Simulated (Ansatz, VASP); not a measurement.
**Sb in VASP and in Ansatz**

File INCAR:

```
SYSTEM = Sb
PREC = Accurate ; ENCUT = 500
EDIFF = 1E-6 ; ISMEAR = -1
SIGMA = 0.03 ; LREAL = .FALSE.
LASPH = .TRUE. ; NELM = 120
ALGO = Normal ; ISIF = 2
LWAVE = .FALSE. ; LCHARG = .TRUE.
GGA = CA ; LELF = .TRUE.
LVHAR = .TRUE. ; NBANDS = 8
GGA_COMPAT = .FALSE.
```

KPOINTS

```
Automatic mesh
0
G
  14 14 14
  0 0 0
```

Contents of POSCAR:

```
Sb
1.0
    0.0000000000      2.3050000000      2.3050000000
    2.3050000000      0.0000000000      2.3050000000
    2.3050000000      2.3050000000      0.0000000000
Sb
1
Direct
    0.0000000000      0.0000000000      0.0000000000
```

Input for Ansatz:

```yaml
crystal:
  lattice:
    - [0.0, 2.305, 2.305]
    - [2.305, 0.0, 2.305]
    - [2.305, 2.305, 0.0]
  atoms:
    - { symbol: Sb, position: [0.0, 0.0, 0.0] }
kpoints:
  mp_grid: { grid: [14, 14, 14] }
  band_path:
    path:
      - [0.0, 0.0, 0.0]
      - [0.5, 0.0, 0.5]
      - [0.625, 0.25, 0.625]
      - [0.375, 0.375, 0.75]
      - [0.0, 0.0, 0.0]
      - [0.5, 0.5, 0.5]
      - [0.5, 0.25, 0.75]
      - [0.5, 0.0, 0.5]
    npoints: 5
scf:
  occupations: { method: fermi_dirac, width: 0.03 }
hamiltonian:
  xc: lda
  pseudopotentials: { kind: all_electron, lapw: { basis_error: 0.00025 } }
output:
  forces: true
  stress: true
  eigenvalues: true
```

Alike in both runs: task single point; functional LDA; k mesh 14 × 14 × 14; occupations fermi-dirac, width 0.03 eV; no spin polarisation.

|  | VASP | Ansatz |
| --- | --- | --- |
| version | VASP 6.6.1 | Ansatz 0.2.0 |
| potentials or method | VASP PAW LDA potentials, release 64 (Sb), cutoff 500 eV | all-electron LAPW, scalar-relativistic |

```tsv
	VASP	Ansatz	Ansatz less VASP
pressure (GPa)	3.9	3.7	-0.17
```

LDA's correlation is that of Perdew and Zunger in VASP and of Perdew and Wang (1992) in Ansatz. Ansatz ran all-electron here, and VASP with PAW potentials.

Neither program's run includes spin-orbit coupling.
